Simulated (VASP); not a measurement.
CoSn, 6 atoms in the cell. Symmetry: P6/mmm, No. 191, hexagonal system. The conventional cell has a = 5.167 Å, b = 5.167 Å, c = 4.126 Å, α = 90.00°, β = 90.00°, γ = 120.00°. Co (site symmetry mmm) has 6 Sn at 2.55 to 2.58 Å and 4 Co at 2.58 Å within 3.4 Å. Within 3.4 Å of Sn (site symmetry -6m2) lie 6 Co at 2.55 Å and 3 Sn at 2.98 Å. Sn (site symmetry 6/mmm) has 6 Co at 2.58 Å within 3.4 Å. 

```yaml
Program: VASP 6.6.1
Task: single point
Functional: PBEsol
Potentials_or_basis: VASP PAW PBE potentials, release 64 (Co, Sn_d)
Cutoff: 520 eV
k_mesh: 12 × 12 × 8
Occupations: gaussian, width 0.1 eV
Spin: no spin polarisation
Dipole_correction: no
Further_INCAR_settings: ALGO = Fast; EDIFF = 1e-06; NBANDS = 44
```

Potentials or basis: VASP PAW PBE potentials, release 64 (Co, Sn_d).

Launch:

```console
$ cat potpaw_PBE.64/Co/POTCAR potpaw_PBE.64/Sn_d/POTCAR > POTCAR
$ mpirun -np 1 vasp_std > vasp.out
```

Hardware: 1 thread of Intel Xeon 8259CL, with other jobs on the host.

Q: How long does it take, and how much memory?

A: Wall time 12 min on 1 thread of Intel Xeon 8259CL, on a shared host, peak memory 0.44 GiB. Counts: scf iterations 17, k points 95.
